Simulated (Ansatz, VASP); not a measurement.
**PbSe in VASP and in Ansatz**

Contents of INCAR:

```
PREC = Accurate ; ENCUT = 520
EDIFF = 1E-7 ; ISMEAR = 0
SIGMA = 0.15 ; LREAL = F
LASPH = T ; NELM = 100
ALGO = Normal ; ISIF = 2
LWAVE = F ; LCHARG = F
GGA = PE ; IVDW = 12
NBANDS = 17
```

File KPOINTS:

```
Automatic mesh
0
Gamma
  14 14 14
```

Contents of POSCAR:

```
PbSe
1.0
    3.7952353503     -0.1997492290     -0.1997492290
   -0.1997492290      3.7952353503     -0.1997492290
   -0.1997492290     -0.1997492290      3.7952353503
Pb Se
1 1
Direct
    0.0000000000      0.0000000000      0.0000000000
    0.5000000000      0.5000000000      0.5000000000
```

Input for Ansatz:

```yaml
crystal:
  lattice:
    - [3.7952353503, -0.199749229, -0.199749229]
    - [-0.199749229, 3.7952353503, -0.199749229]
    - [-0.199749229, -0.199749229, 3.7952353503]
  atoms:
    - { symbol: Pb, position: [0.0, 0.0, 0.0] }
    - { symbol: Se, position: [0.5, 0.5, 0.5] }
basis:
  ecutwfc: 420
kpoints:
  mp_grid: { grid: [14, 14, 14] }
hamiltonian:
  xc: pbe
  dispersion: d3bj
scf:
  occupations: { method: gaussian, width: 0.15 }
output:
  forces: true
  stress: true
  eigenvalues: true
```

Alike in both runs: task single point; functional PBE; dispersion D3(BJ); k mesh 14 × 14 × 14; occupations gaussian, width 0.15 eV; no spin polarisation.

|  | VASP | Ansatz |
| --- | --- | --- |
| version | VASP 6.6.1 | Ansatz 0.2.0 |
| potentials or method | VASP PAW PBE potentials, release 64 (Pb_d, Se), cutoff 520 eV | scalar-relativistic, plane waves, PAW |
| valence electrons in the cell | 20 | 30 |

|  | VASP | Ansatz | Ansatz less VASP |
| --- | --- | --- | --- |
| gap on the k mesh at the Fermi level (eV) | none | none | - |
| pressure (GPa) | -0.8 | -0.8 | +0.01 |
| traceless stress, the component that is largest in VASP (GPa) | 2.67 | 2.66 | -0.009 |

A gap of «none» marks a metal or a gap that the smearing closes. VASP's potentials hold 20 valence electrons a cell and Ansatz's 30, so a difference there can come from the potentials and not from the codes.

Neither program's run includes spin-orbit coupling.
